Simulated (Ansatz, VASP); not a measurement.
## F: VASP beside Ansatz

Contents of INCAR:

```
SYSTEM = F
ALGO     = Normal         ! electronic algorithm
EDIFF    = 1E-8           ! SCF threshold, eV
ENCUT    = 520            ! plane-wave cutoff, eV
GGA      = PE             ! functional
ISIF     = 2              ! what is computed and relaxed
ISMEAR   = -1             ! smearing method
LASPH    = .TRUE.         ! aspherical terms in the spheres
LCHARG   = .FALSE.        ! write CHGCAR
LEFG     = .TRUE.       
LREAL    = .FALSE.        ! projectors in reciprocal space
LWAVE    = .FALSE.        ! write WAVECAR
NBANDS   = 14             ! bands
NELM     = 60             ! most SCF steps
PREC     = Accurate       ! precision mode
SIGMA    = 0.08           ! smearing width, eV
```

Contents of KPOINTS:

```
k-points
0
G
  19 19 10
  0 0 0
```

The input POSCAR:

```
F
1.0
    2.9034933393      0.0000000000      0.0000000000
   -1.4517466697      2.5144989916      0.0000000000
    0.0000000000      0.0000000000      2.9206669336
F
2
Direct
    0.3333333333      0.6666666667      0.2500000000
    0.6666666667      0.3333333333      0.7500000000
```

Input for Ansatz:

```yaml
crystal:
  lattice:
    - [2.9034933393, 0.0, 0.0]
    - [-1.4517466697, 2.5144989916, 0.0]
    - [0.0, 0.0, 2.9206669336]
  atoms:
    - { symbol: F, position: [0.3333333333, 0.6666666667, 0.25] }
    - { symbol: F, position: [0.6666666667, 0.3333333333, 0.75] }
kpoints:
  mp_grid: { grid: [19, 19, 10] }
  band_path:
    path:
      - [0.0, 0.0, 0.0]
      - [0.5, 0.0, 0.0]
      - [0.3333333333, 0.3333333333, 0.0]
      - [0.0, 0.0, 0.0]
      - [0.0, 0.0, 0.5]
      - [0.5, 0.0, 0.5]
      - [0.3333333333, 0.3333333333, 0.5]
      - [0.0, 0.0, 0.5]
      - [0.5, 0.0, 0.5]
    npoints: 8
scf:
  occupations: { method: fermi_dirac, width: 0.08 }
hamiltonian:
  xc: pbe
  pseudopotentials: { kind: all_electron, datasets: crystal }
output:
  forces: true
  stress: true
  eigenvalues: true
  efg: { contact_densities: true }
```

Alike in both runs: task electric field gradients; functional PBE; k mesh 19 × 19 × 10; occupations fermi-dirac, width 0.08 eV; no spin polarisation.

```csv
,VASP,Ansatz
version,VASP 6.6.1,Ansatz 0.2.0
potentials or method,"VASP PAW PBE potentials, release 64 (F), cutoff 520 eV","all-electron PAW with datasets made for the crystal, scalar-relativistic"
```

VASP gave:

* pressure (GPa): -0.7
* traceless stress, the component that is largest in VASP (GPa): -0.04
* size of Vzz on the site where it differs most (V/Å²): 92.1

Question: What did Ansatz give for the same quantities?

Answer: Pressure (GPa): 0.0; traceless stress, the component that is largest in VASP (GPa): -0.05; size of Vzz on the site where it differs most (V/Å²): 90.8.

Ansatz ran all-electron here, and VASP with PAW potentials. Ansatz's warnings: band levels unverified.
